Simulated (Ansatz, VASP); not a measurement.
**In3As in VASP and in Ansatz**

Contents of INCAR:

```
SYSTEM = In3As
PREC     = Accurate       ! precision mode
ENCUT    = 520            ! plane-wave cutoff, eV
EDIFF    = 1E-7           ! SCF threshold, eV
ISMEAR   = 0              ! smearing method
SIGMA    = 0.15           ! smearing width, eV
LREAL    = .FALSE.        ! projectors in reciprocal space
LASPH    = .TRUE.         ! aspherical terms in the spheres
NELM     = 100            ! most SCF steps
ALGO     = Fast           ! electronic algorithm
ISIF     = 2              ! what is computed and relaxed
LWAVE    = .FALSE.        ! write WAVECAR
LCHARG   = .TRUE.         ! write CHGCAR
GGA      = PE             ! functional
IVDW     = 12             ! dispersion correction
LELF     = .TRUE.         ! ELF
LVHAR    = .TRUE.       
NBANDS   = 30             ! bands
```

The input KPOINTS:

```
regular mesh
0
G
  10 10 10
  0 0 0
```

File POSCAR:

```
In3As
1.0
    4.6021353856      0.0000000000      0.0000000000
    0.0000000000      4.4640713240      0.0000000000
    0.0000000000      0.0000000000      4.6021353856
In As
3 1
Direct
    0.0000000000      0.5000000000      0.5000000000
    0.5000000000      0.0000000000      0.5000000000
    0.5000000000      0.5000000000      0.0000000000
    0.0000000000      0.0000000000      0.0000000000
```

Input for Ansatz:

```yaml
crystal:
  lattice:
    - [4.6021353856, 0.0, 0.0]
    - [0.0, 4.464071324, 0.0]
    - [0.0, 0.0, 4.6021353856]
  atoms:
    - { symbol: In, position: [0.0, 0.5, 0.5] }
    - { symbol: In, position: [0.5, 0.0, 0.5] }
    - { symbol: In, position: [0.5, 0.5, 0.0] }
    - { symbol: As, position: [0.0, 0.0, 0.0] }
basis:
  ecutwfc: 420
kpoints:
  mp_grid: { grid: [10, 10, 10] }
hamiltonian:
  xc: pbe
  dispersion: d3bj
scf:
  occupations: { method: gaussian, width: 0.15 }
output:
  forces: true
  stress: true
  eigenvalues: true
```

Change from the starting cell: strain -0.0300 x Voigt [0, 1, 0, 0, 0, 0], atoms carried along.

Alike in both runs: task single point; functional PBE; dispersion D3(BJ); k mesh 10 × 10 × 10; occupations gaussian, width 0.15 eV; no spin polarisation.

```csv
,VASP,Ansatz
version,VASP 6.6.1,Ansatz 0.2.0
potentials or method,"VASP PAW PBE potentials, release 64 (In_d, As), cutoff 520 eV","scalar-relativistic, plane waves, PAW"
valence electrons in the cell,44,54
```

```csv
,VASP,Ansatz,Ansatz less VASP
gap on the k mesh at the Fermi level (eV),none,none,-
pressure (GPa),1.5,1.5,+0.01
"traceless stress, the component that is largest in VASP (GPa)",-0.34,-0.34,-0.002
```

A gap of «none» marks a metal or a gap that the smearing closes. VASP's potentials hold 44 valence electrons a cell and Ansatz's 54, so a difference there can come from the potentials and not from the codes.
